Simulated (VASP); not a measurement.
The system is Sn.

```
Sn
1.0
     0.00000    3.23334    3.23334
     3.23334    0.00000    3.23334
     3.23334    3.23334    0.00000
Sn
2
Cartesian
  4.8500 4.8500 4.8500
  3.2333 3.2333 3.2333
```

This isn't the form of Sn at room conditions, which is tetragonal (white tin).

```yaml
Program: VASP 6.6.1
Task: relaxation of cell and atoms
Functional: PBE
Potentials_or_basis: VASP PAW PBE potentials, release 64 (Sn_d)
Cutoff: 600 eV
k_mesh: 7 × 7 × 7
Occupations: fermi-dirac, width 0.05 eV
Spin: no spin polarisation
```

At the start: pressure 3.8 GPa; volume 33.80 Å³/atom.

Question: How do energy, volume and symmetry change on relaxing?

Answer: Over 3 steps the energy falls by 33.0 meV/atom and the volume is 36.83 Å³/atom (+9.0 %); space group Fd-3m (No. 227, to 0.1 Å) before and after.

The path:
```csv
step,energy change (eV),largest force (eV/Å),pressure (GPa),volume (Å³)
1,0.0000,0.0000,3.80,67.61
2,-0.0600,0.0000,-0.91,75.76
3,-0.0660,0.0000,-0.01,73.66
```

Final structure:
```xyz
2
Lattice="0.0000 3.3271 3.3271 3.3271 0.0000 3.3271 3.3271 3.3271 0.0000" Properties=species:S:1:pos:R:3 pbc="T T T"
Sn    4.9907    4.9907    4.9907
Sn    3.3271    3.3271    3.3271
```
